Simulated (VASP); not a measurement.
# Ga (I4/mmm) in VASP: notebook, part 2 of 2

VASP 6.6.1. The steps go on from the part before.

## (5) Single point, PBEsol

This run uses another cell than the first one, of 17.58 Å³/atom, 1.127 times its volume.

Contents of INCAR:

```
SYSTEM = Ga
PREC = Accurate
ENCUT = 500
EDIFF = 1E-6
ISMEAR = 0
SIGMA = 0.1
LREAL = .False.
LASPH = .True.
NELM = 120
ALGO = Normal
ISIF = 2
LWAVE = .False.
LCHARG = .False.
GGA = PS
NBANDS = 12
GGA_COMPAT = .False.
```

Contents of KPOINTS:

```
Automatic mesh
0
Gamma
  8 8 8
  0 0 0
```

Contents of POSCAR:

```
Ga
1.0
   -1.4040000000      1.4040000000      2.2290000000
    1.4040000000     -1.4040000000      2.2290000000
    1.4040000000      1.4040000000     -2.2290000000
Ga
1
Direct
    0.0000000000      0.0000000000      0.0000000000
```

Potentials or basis: VASP PAW PBE potentials, release 64 (Ga_d).

Launch:

```sh
$ cat potpaw_PBE.64/Ga_d/POTCAR > POTCAR
$ mpirun -np 1 vasp_std > vasp.out
```

OUTCAR:

```text
SYSTEM = Ga
   PREC = Accurate
   ENCUT = 500
   EDIFF = 1E-6
   ISMEAR = 0
   LREAL = .False.
   LASPH = .True.
   NELM = 120
   ISIF = 2
   GGA = PS

 ion  position               nearest neighbor table
   1  0.000  0.000  0.000-

  LATTYP: Found a body centered tetragonal cell.
 ALAT       =     2.8080000000
 C/A-ratio  =     1.5876068376

  Lattice vectors:

 A1 = (  -1.4040000000,   1.4040000000,   2.2290000000)
 A2 = (   1.4040000000,  -1.4040000000,   2.2290000000)
 A3 = (   1.4040000000,   1.4040000000,  -2.2290000000)

Analysis of symmetry for initial positions (statically):
=====================================================================
 Subroutine PRICEL returns:
 Original cell was already a primitive cell.

 Routine SETGRP: Setting up the symmetry group for a
 body centered tetragonal supercell.

 Subroutine GETGRP returns: Found 16 space group operations
 (whereof 16 operations were pure point group operations)
 out of a pool of 16 trial point group operations.

The static configuration has the point symmetry D_4h.

Analysis of symmetry for dynamics (positions and initial velocities):
=====================================================================
 Subroutine PRICEL returns:
 Original cell was already a primitive cell.

 Routine SETGRP: Setting up the symmetry group for a
 body centered tetragonal supercell.

 Subroutine GETGRP returns: Found 16 space group operations
 (whereof 16 operations were pure point group operations)
 out of a pool of 16 trial point group operations.

The dynamic configuration has the point symmetry D_4h.

 Subroutine INISYM returns: Found 16 space group operations
 (whereof 16 operations are pure point group operations),
 and found     1 'primitive' translations

----------------------------------------------------------------------------------------

                                     Primitive cell

  volume of cell :      17.5754

  direct lattice vectors                    reciprocal lattice vectors
    -1.404000000  1.404000000  2.229000000     0.000000000  0.356125356  0.224315837
[... 115 lines left out ...]
 non-spin polarized calculation
 Gauss-broadening in eV      SIGMA  =   0.10
  energy-cutoff  :      500.00
  volume of cell :       17.58
 maximum number of plane-waves:       464
 NGX is ok and might be reduce to    24
   NGX = 11   NGY = 11   NGZ = 11

 number of electron      12.9999995 magnetization

 Free energy of the ion-electron system (eV)
  ---------------------------------------------------
  ext. energy  EPLUGINS =         0.00000000
  ---------------------------------------------------
  free energy    TOTEN  =        -3.34863355 eV

  energy without entropy =       -3.34756570  energy(sigma->0) =       -3.34809962

 E-fermi :   6.0333     XC(G=0): -11.5106

 val. band max:        5.9975638713   @ k =  -0.2500   0.5000   0.2500
 cond. band min:       6.2862237552   @ k =   0.3750   0.3750  -0.0000
 fundamental gap:      0.2886598839
 Fermi energy:         6.0332838287

 k-point     1 :       0.0000    0.0000    0.0000
  band No.  band energies     occupation
      1      -8.9252      2.00000
      2      -8.7852      2.00000
      3      -8.7851      2.00000
      4      -8.7601      2.00000
      5      -8.6273      2.00000
      6      -5.5322      2.00000
      7      19.0854      0.00000
      8      19.0854      0.00000
      9      19.1361      0.00000
     10      22.5183      0.00000
     11      22.5500      0.00000
     12      23.1881      0.00000
[... 331 lines left out ...]
 k-point    24 :       0.3750    0.1250    0.1250
  band No.  band energies     occupation
      1      -8.8755      2.00000
      2      -8.8406      2.00000
      3      -8.7294      2.00000
      4      -8.7052      2.00000
      5      -8.5478      2.00000
      6       2.1995      2.00000
      7       3.0913      2.00000
      8      11.6891      0.00000
      9      12.6849      0.00000
     10      17.7091      0.00000
     11      19.9486      0.00000
     12      27.5155      0.00000

 [... further k-points ...]

------------------------ aborting loop because EDIFF is reached ----------------------------------------

  FORCE on cell =-STRESS in cart. coord.  units (eV):
  Direction    XX          YY          ZZ          XY          YZ          ZX
  --------------------------------------------------------------------------------------
  -------------------------------------------------------------------------------------
  Total       -0.1484696     -0.1484696      0.4319275      0.0000000      0.0000000      0.0000000
  in kB      -13.5345494    -13.5345494     39.3746889      0.0000000      0.0000000      0.0000000
  external PRESSURE =       4.1018634 kB  Pullay stress =       0.0000000 kB

 VOLUME and BASIS-vectors are now :
 -----------------------------------------------------------------------------
  energy-cutoff  :      500.00
  volume of cell :       17.58
      direct lattice vectors                 reciprocal lattice vectors
    -1.404000000  1.404000000  2.229000000     0.000000000  0.356125356  0.224315837
     1.404000000 -1.404000000  2.229000000     0.356125356  0.000000000  0.224315837
     1.404000000  1.404000000 -2.229000000     0.356125356  0.356125356  0.000000000

 POSITION                                       TOTAL-FORCE (eV/Angst)
 -----------------------------------------------------------------------------------
      0.00000      0.00000      0.00000         0.000000      0.000000      0.000000
 -----------------------------------------------------------------------------------
    total drift:                                0.000000      0.000000     -0.000000

  FREE ENERGIE OF THE ION-ELECTRON SYSTEM (eV)
  ---------------------------------------------------
  free  energy   TOTEN  =        -3.3486335474 eV

  energy  without entropy=       -3.3475656959  energy(sigma->0) =       -3.34809962
```

stdout:

```text
POSCAR found type information on POSCAR Ga
 POSCAR found :  1 types and       1 ions
 scaLAPACK will be used
 -----------------------------------------------------------------------------
|                                                                             |
|                                                                             |
|     You enforced a specific xc type in the INCAR file but a different       |
|     I HOPE YOU KNOW WHAT YOU ARE DOING!                                     |
|                                                                             |
 -----------------------------------------------------------------------------

 LDA part: xc-table for (Slater+PW92), standard interpolation
 POSCAR, INCAR and KPOINTS ok, starting setup
 FFT: planning ... GRIDC
 FFT: planning ... GRID_SOFT
 FFT: planning ... GRID
 WAVECAR not read
 entering main loop
```

It took 10 s on 1 thread of Intel Xeon Platinum 8259CL at 2.50GHz (Skylake/Cascade Lake), shared host; peak memory 0.14 GiB.

What came out:

```
Free energy : -3.3486 eV
Pressure    : 0.4 GPa
```

Stress tensor (GPa, compression positive):
```
-1.35  0.00  0.00
 0.00 -1.35  0.00
 0.00  0.00  3.94
```

Caveat: the k points lie up to 0.40 Å⁻¹ apart; the PAW data sets were made with another functional, which shifts forces and pressure a little.

## (6) Overview

```tsv
task	cell	k mesh	cutoff (eV)	gap on the mesh (eV)	pressure (GPa)
relaxation of shape and atoms at fixed volume	relaxed from a = 2.875 Å, angles 124.2, 124.2, 82.8°, 1 atom	20 × 20 × 20	600	none	10.4
relaxation of shape and atoms at fixed volume	relaxed from a = 2.909 Å, angles 124.3, 124.3, 82.7°, 1 atom	20 × 20 × 20	600	none	7.2
relaxation of shape and atoms at fixed volume	relaxed from a = 3.110 Å, angles 124.8, 124.8, 81.8°, 1 atom	20 × 20 × 20	600	none	-4.5
single point	a = 2.985 Å, angles 123.9, 123.9, 83.4°, 1 atom	8 × 8 × 8	500	none	0.4
```

Alike in all rows: level PBEsol; potentials or basis VASP PAW PBE potentials, release 64 (Ga_d); no spin polarisation; smearing gaussian 0.1 eV.

Caveats: some runs use coarse meshes; the PAW data sets were made with another functional, which shifts forces and pressure a little.

Absolute energies hang on the potentials; compare differences alone.
